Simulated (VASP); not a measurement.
A run of VASP 6.6.1 is set up as follows.

INCAR

```
SYSTEM = Ta
PREC = Accurate
ENCUT = 520
EDIFF = 1E-6
ISMEAR = 0
SIGMA = 0.1
LREAL = .False.
LASPH = .True.
NELM = 100
ALGO = Normal
ISIF = 2
LWAVE = .False.
LCHARG = .False.
GGA = PE
NBANDS = 12
```

KPOINTS

```
regular mesh
0
Gamma
  18 18 18
  0 0 0
```

POSCAR

```
Ta
1.0
   -1.6919402362      1.6919402362      1.6919402362
    1.6919402362     -1.6919402362      1.6919402362
    1.6919402362      1.6919402362     -1.6919402362
Ta
1
Direct
    0.0000000000      0.0000000000      0.0000000000
```

Potentials or basis: VASP PAW PBE potentials, release 64 (Ta_pv).

Launch:

```bash
$ cat potpaw_PBE.64/Ta_pv/POTCAR > POTCAR
$ mpirun -np 1 vasp_std > vasp.out
```

Question: Estimate the pressure.

Answer: -10.1 GPa.
